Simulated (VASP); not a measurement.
# SnSe (P4mm) in VASP: further runs, part 2 of 2

VASP 6.6.1. The steps go on from the part before.

### 4 Single point, LDA (atom 5 (Se) moved -0.100 Å along Cartesian [0 0 1])

Contents of INCAR:

```
PREC = Accurate ; ENCUT = 520
EDIFF = 1E-6 ; ISMEAR = 0
SIGMA = 0.05 ; LREAL = F
LASPH = T ; NELM = 100
ALGO = Normal ; ISIF = 2
LWAVE = F ; LCHARG = T
LELF = T ; LVHAR = T
NBANDS = 50
```

Contents of KPOINTS:

```
regular mesh
0
Gamma
  6 6 6
```

Contents of POSCAR:

```
SnSe
1.0
    5.8932955401      0.0000000000      0.0000000000
    0.0000000000     -5.8932955401      0.0000000000
    0.0000000000      0.0000000000     -5.8932955401
Sn Se
4 4
Direct
    0.0000000000      0.0000000000      0.0000000000
    0.5000000000      0.5000000000      0.0000000000
    0.5000000000      0.0000000000      0.5000000000
    0.0000000000      0.5000000000      0.5000000000
    0.5000000000      0.0000000000      0.0169684346
    0.0000000000      0.5000000000      0.0000000000
    0.0000000000      0.0000000000      0.5000000000
    0.5000000000      0.5000000000      0.5000000000
```

Potentials or basis: VASP PAW LDA potentials, release 64 (Sn_d, Se).

Started as:

```sh
cat potpaw_LDA.64/Sn_d/POTCAR potpaw_LDA.64/Se/POTCAR > POTCAR
mpirun -np 1 vasp_std > vasp.out
```

OUTCAR:

```text
PREC = Accurate
   ENCUT = 520
   EDIFF = 1E-6
   ISMEAR = 0
   LREAL = F
   LASPH = T
   NELM = 100
   ISIF = 2

 ion  position               nearest neighbor table
   1  0.000  0.000  0.000-   6 2.95   7 2.95   7 2.95   6 2.95   5 2.95   5 2.95
   2  0.500  0.500  0.000-   6 2.95   8 2.95   8 2.95   6 2.95   5 2.95   5 2.95
   3  0.500  0.000  0.500-   5 2.85   7 2.95   8 2.95   8 2.95   7 2.95   5 3.05
   4  0.000  0.500  0.500-   6 2.95   7 2.95   8 2.95   6 2.95   7 2.95   8 2.95
   5  0.500  0.000  0.017-   3 2.85   2 2.95   1 2.95   2 2.95   1 2.95   3 3.05
   6  0.000  0.500  0.000-   1 2.95   2 2.95   4 2.95   4 2.95   1 2.95   2 2.95
   7  0.000  0.000  0.500-   1 2.95   3 2.95   4 2.95   1 2.95   4 2.95   3 2.95
[... 1489 lines left out ...]
  external PRESSURE =       2.1372478 kB  Pullay stress =       0.0000000 kB

 VOLUME and BASIS-vectors are now :
 -----------------------------------------------------------------------------
  energy-cutoff  :      520.00
  volume of cell :      204.68
      direct lattice vectors                 reciprocal lattice vectors
     5.893295540  0.000000000  0.000000000     0.169684346  0.000000000  0.000000000
     0.000000000 -5.893295540  0.000000000     0.000000000 -0.169684346  0.000000000
     0.000000000  0.000000000 -5.893295540     0.000000000  0.000000000 -0.169684346

 POSITION                                       TOTAL-FORCE (eV/Angst)
 -----------------------------------------------------------------------------------
      0.00000      0.00000      0.00000         0.000000      0.000000     -0.011362
      2.94665     -2.94665      0.00000         0.000000      0.000000     -0.011362
      2.94665      0.00000     -2.94665         0.000000      0.000000     -0.046063
      0.00000     -2.94665     -2.94665         0.000000      0.000000      0.011183
      2.94665      0.00000     -0.10000         0.000000      0.000000      0.153438
      0.00000     -2.94665      0.00000         0.000000      0.000000     -0.008324
      0.00000      0.00000     -2.94665         0.000000      0.000000     -0.043754
      2.94665     -2.94665     -2.94665         0.000000      0.000000     -0.043754
 -----------------------------------------------------------------------------------
    total drift:                                0.000000     -0.000000      0.000059

  FREE ENERGIE OF THE ION-ELECTRON SYSTEM (eV)
  ---------------------------------------------------
  free  energy   TOTEN  =       -37.9939277164 eV

  energy  without entropy=      -37.9939141623  energy(sigma->0) =      -37.99392094
```

Run time: 9.3 min. Hardware: 1 thread of Intel Xeon 8259CL, shared host; peak memory 0.45 GiB.

Results:

* Free energy: -37.9939 eV
* Pressure: 0.2 GPa
* Largest force: 0.153 eV/Å
* Band gap on the k mesh: 0.22 eV

Forces on the atoms (eV/Å):
```
Sn   0.000  0.000 -0.011
Sn   0.000  0.000 -0.011
Sn   0.000  0.000 -0.046
Sn   0.000  0.000  0.011
Se   0.000  0.000  0.153
Se   0.000  0.000 -0.008
Se   0.000  0.000 -0.044
Se   0.000  0.000 -0.044
```

Levels at points of the mesh, in eV from the valence-band top:
```
           k point  band 36  band 37  band 38  band 39  band 40  band 41  band 42  band 43  band 44  band 45
(0.00, 0.00, 0.00)    -3.97    -3.96    -2.39    -2.39    -2.39     2.72     2.72     2.73     4.42     4.42
(0.50, 0.00, 0.00)    -3.26    -1.83    -1.82    -0.83    -0.82     1.42     1.43     2.18     2.18     3.62
(0.00, 0.00, 0.50)    -3.23    -1.92    -1.73    -0.82    -0.81     1.40     1.42     2.06     2.34     3.65
(0.50, 0.50, 0.00)    -2.27    -0.67    -0.67    -0.66    -0.65     1.22     1.22     1.22     1.22     1.66
(0.00, 0.50, 0.50)    -2.20    -0.74    -0.71    -0.60    -0.59     1.12     1.12     1.27     1.32     1.60
(0.50, 0.50, 0.50)    -2.11    -0.18    -0.18    -0.18    -0.18     0.71     0.72     0.72     0.74     1.10
```

Caveat: the cell differs from its parent crystal (atom 5 (Se) moved -0.100 Å along Cartesian [0 0 1]); spin-orbit coupling is left out, which moves the levels of the heavy elements. A k mesh can miss the band edges.

### 5 Single point, LDA (atom 5 (Se) moved +0.080 Å along Cartesian [0 0 1])

Contents of INCAR:

```
SYSTEM = SnSe
PREC = Accurate
ENCUT = 520
EDIFF = 1E-6
ISMEAR = 0
SIGMA = 0.05
LREAL = .FALSE.
LASPH = .TRUE.
NELM = 80
ALGO = Normal
ISIF = 2
LWAVE = .FALSE.
LCHARG = .TRUE.
GGA = CA
LELF = .TRUE.
LVHAR = .TRUE.
NBANDS = 50
```

Contents of KPOINTS:

```
regular mesh
0
G
  6 6 6
  0 0 0
```

POSCAR, as its differences from that of step 4:

```diff
@@ -12,3 +12,3 @@
     0.0000000000      0.5000000000      0.5000000000
-    0.5000000000      0.0000000000      0.0169684346
+    0.5000000000      0.0000000000     -0.0135747477
     0.0000000000      0.5000000000      0.0000000000
```

Potentials or basis: VASP PAW LDA potentials, release 64 (Sn_d, Se).

Started as:

```sh
cat potpaw_LDA.64/Sn_d/POTCAR potpaw_LDA.64/Se/POTCAR > POTCAR
mpirun -np 1 vasp_std > vasp.out
```

OUTCAR:

```text
SYSTEM = SnSe
   PREC = Accurate
   ENCUT = 520
   EDIFF = 1E-6
   ISMEAR = 0
   LREAL = .FALSE.
   LASPH = .TRUE.
   NELM = 80
   ISIF = 2
   GGA = CA

 ion  position               nearest neighbor table
   1  0.000  0.000  0.000-   6 2.95   7 2.95   7 2.95   6 2.95   5 2.95   5 2.95
   2  0.500  0.500  0.000-   6 2.95   8 2.95   8 2.95   6 2.95   5 2.95   5 2.95
   3  0.500  0.000  0.500-   5 2.87   7 2.95   8 2.95   8 2.95   7 2.95   5 3.03
   4  0.000  0.500  0.500-   6 2.95   7 2.95   8 2.95   6 2.95   7 2.95   8 2.95
   5  0.500  0.000  0.986-   3 2.87   2 2.95   1 2.95   2 2.95   1 2.95   3 3.03
   6  0.000  0.500  0.000-   1 2.95   2 2.95   4 2.95   4 2.95   1 2.95   2 2.95
   7  0.000  0.000  0.500-   1 2.95   3 2.95   4 2.95   1 2.95   4 2.95   3 2.95
   8  0.500  0.500  0.500-   2 2.95   3 2.95   4 2.95   2 2.95   3 2.95   4 2.95

  LATTYP: Found a simple cubic cell.
 ALAT       =     5.8932955401

  Lattice vectors:

 A1 = (   5.8932955401,   0.0000000000,   0.0000000000)
 A2 = (   0.0000000000,  -5.8932955401,   0.0000000000)
 A3 = (   0.0000000000,   0.0000000000,  -5.8932955401)

Analysis of symmetry for initial positions (statically):
=====================================================================
 Subroutine PRICEL returns:
 Original cell was already a primitive cell.

 Routine SETGRP: Setting up the symmetry group for a
 simple cubic supercell.

 Subroutine GETGRP returns: Found  8 space group operations
 (whereof  4 operations were pure point group operations)
 out of a pool of 48 trial point group operations.

The static configuration has the point symmetry C_2v.
 The point group associated with its full space group is C_4v.

Analysis of symmetry for dynamics (positions and initial velocities):
=====================================================================
 Subroutine PRICEL returns:
 Original cell was already a primitive cell.
[... 144 lines left out ...]
  Thomas-Fermi vector in A             =   2.332888
   LORBIT       =      0    0 simple, 1 ext, 2 COOP (PROOUT), +10 PAW based schemes
   GGA     = CA    functional components
   LHFCALC =     F    Hartree Fock is set to
   AEXX    =    0.0000 exact exchange contribution
   IVDW    =     0    specifies the selected vdW correction
   LEPSILON=     F    determine dielectric tensor
   LRPA    =     F    only Hartree local field effects (RPA)
 non-spin polarized calculation
 Gauss-broadening in eV      SIGMA  =   0.05
  energy-cutoff  :      520.00
  volume of cell :      204.68
 maximum number of plane-waves:      5548
 NGX is ok and might be reduce to    48
   NGX = 21   NGY = 21   NGZ = 21

 number of electron      79.9999966 magnetization

 Free energy of the ion-electron system (eV)
  ---------------------------------------------------
  ext. energy  EPLUGINS =         0.00000000
  ---------------------------------------------------
  free energy    TOTEN  =       -37.99663273 eV

  energy without entropy =      -37.99662572  energy(sigma->0) =      -37.99662923

 E-fermi :   6.3144     XC(G=0): -10.1659

 val. band max:        6.1954736395   @ k =   0.3333   0.5000   0.5000
 cond. band min:       6.4273246891   @ k =   0.3333   0.5000   0.5000
 fundamental gap:      0.2318510495
 Fermi energy:         6.3144388779

 k-point     1 :       0.0000    0.0000    0.0000
  band No.  band energies     occupation
      1     -15.3680      2.00000
      2     -15.3655      2.00000
      3     -15.3638      2.00000
      4     -15.3300      2.00000
      5     -15.3288      2.00000
      6     -15.3288      2.00000
[... 1261 lines left out ...]
     49      10.1259      0.00000
     50      10.1786      0.00000

 [... further k-points ...]

------------------------ aborting loop because EDIFF is reached ----------------------------------------

  FORCE on cell =-STRESS in cart. coord.  units (eV):
  Direction    XX          YY          ZZ          XY          YZ          ZX
  --------------------------------------------------------------------------------------
  -------------------------------------------------------------------------------------
  Total        0.2135967      0.2135967      0.3202597      0.0000000      0.0000000      0.0000000
  in kB        1.6719775      1.6719775      2.5069070      0.0000000      0.0000000      0.0000000
  external PRESSURE =       1.9502874 kB  Pullay stress =       0.0000000 kB

 VOLUME and BASIS-vectors are now :
 -----------------------------------------------------------------------------
  energy-cutoff  :      520.00
  volume of cell :      204.68
      direct lattice vectors                 reciprocal lattice vectors
     5.893295540  0.000000000  0.000000000     0.169684346  0.000000000  0.000000000
     0.000000000 -5.893295540  0.000000000     0.000000000 -0.169684346  0.000000000
     0.000000000  0.000000000 -5.893295540     0.000000000  0.000000000 -0.169684346

 POSITION                                       TOTAL-FORCE (eV/Angst)
 -----------------------------------------------------------------------------------
      0.00000      0.00000      0.00000         0.000000      0.000000      0.008967
      2.94665     -2.94665      0.00000         0.000000      0.000000      0.008967
      2.94665      0.00000     -2.94665         0.000000      0.000000      0.032053
      0.00000     -2.94665     -2.94665         0.000000      0.000000     -0.009210
      2.94665      0.00000     -5.81330         0.000000      0.000000     -0.117631
      0.00000     -2.94665      0.00000         0.000000      0.000000      0.006546
      0.00000      0.00000     -2.94665         0.000000      0.000000      0.035155
      2.94665     -2.94665     -2.94665         0.000000      0.000000      0.035155
 -----------------------------------------------------------------------------------
    total drift:                                0.000000     -0.000000      0.000076

  FREE ENERGIE OF THE ION-ELECTRON SYSTEM (eV)
  ---------------------------------------------------
  free  energy   TOTEN  =       -37.9966327346 eV

  energy  without entropy=      -37.9966257241  energy(sigma->0) =      -37.99662923
```

OSZICAR:

```text
N       E                     dE             d eps       ncg     rms          rms(c)
DAV:   1     0.869808587359E+03    0.86981E+03   -0.36530E+04  4286   0.208E+03
DAV:   2     0.116427507139E+03   -0.75338E+03   -0.72890E+03  4008   0.592E+02
DAV:   3    -0.275481479671E+02   -0.14398E+03   -0.13673E+03  4704   0.205E+02
DAV:   4    -0.382266552774E+02   -0.10679E+02   -0.10386E+02  4742   0.549E+01
DAV:   5    -0.386358666583E+02   -0.40921E+00   -0.40647E+00  5220   0.110E+01    0.694E+00
DAV:   6    -0.380232423622E+02    0.61262E+00   -0.11391E+00  5230   0.514E+00    0.433E+00
DAV:   7    -0.380043013061E+02    0.18941E-01   -0.40329E-01  5456   0.202E+00    0.162E+00
DAV:   8    -0.379979277311E+02    0.63736E-02   -0.52051E-02  5072   0.131E+00    0.277E-01
DAV:   9    -0.379966376649E+02    0.12901E-02   -0.78900E-03  5072   0.537E-01    0.831E-02
DAV:  10    -0.379966243941E+02    0.13271E-04   -0.67549E-04  5728   0.144E-01    0.301E-02
DAV:  11    -0.379966328157E+02   -0.84216E-05   -0.67325E-05  4904   0.475E-02    0.928E-03
DAV:  12    -0.379966327346E+02    0.81138E-07   -0.45773E-06  4332   0.171E-02
   1 F= -.37996633E+02 E0= -.37996629E+02  d E =-.701046E-05
```

It took 8.7 min on 1 thread of Intel Xeon 8259CL, shared host; peak memory 0.46 GiB.

Results:

```yaml
Free_energy: -37.9966 eV
Pressure: 0.2 GPa
Largest_force: 0.118 eV/Å
Band_gap_on_the_k_mesh: 0.23 eV
```

Forces in eV/Å, atoms in the order of the input:
```
Sn   0.000  0.000  0.009
Sn   0.000  0.000  0.009
Sn   0.000  0.000  0.032
Sn   0.000  0.000 -0.009
Se   0.000  0.000 -0.118
Se   0.000  0.000  0.007
Se   0.000  0.000  0.035
Se   0.000  0.000  0.035
```

Caveat: the cell differs from its parent crystal (atom 5 (Se) moved +0.080 Å along Cartesian [0 0 1]); spin-orbit coupling is left out, which moves the levels of the heavy elements. A k mesh can miss the band edges.

### 6 Summary

```csv
cell,gap on the mesh (eV),pressure (GPa),largest force (eV/Å)
"as given, atomic positions A",0.25,0.2,0.09
"as given, atomic positions B",0.27,0.2,0.06
"as given, atomic positions C",0.22,0.2,0.15
"as given, atomic positions D",0.23,0.2,0.12
```

Alike in all rows: task single point; level LDA; potentials or basis VASP PAW LDA potentials, release 64 (Sn_d, Se); no spin polarisation; k mesh 6 × 6 × 6; cutoff (eV) 520; smearing gaussian 0.05 eV.

Caveats: spin-orbit coupling is left out, which moves the levels of the heavy elements.

Total energies depend on the potentials used, so only differences within one code and one set of settings carry meaning.
